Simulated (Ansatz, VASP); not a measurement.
# BP in VASP and in Ansatz

```
B P
1.0
     0.00000    2.03832    2.03832
     2.03832    0.00000    2.03832
     2.03832    2.03832    0.00000
B P
1 1
Direct
  0.00000 0.00000 0.00000
  0.25000 0.25000 0.25000
```

Alike in both runs: task single point; functional PBE; k mesh 15 × 15 × 15; no spin polarisation.

```csv
,VASP,Ansatz
version,VASP 6.6.1,Ansatz 0.2.0
potentials or method,"VASP PAW PBE potentials, release 64 (B, P)","norm-conserving pseudopotentials, scalar-relativistic"
plane-wave cutoff (eV),520,1116
occupations,"methfessel-paxton of order 1, width 0.01 eV","cold, width 0.01 eV"
valence electrons in the cell,8,8
```

|  | VASP | Ansatz | Ansatz less VASP |
| --- | --- | --- | --- |
| gap on the k mesh at the Fermi level (eV) | 0.63 | 0.66 | +0.024 |
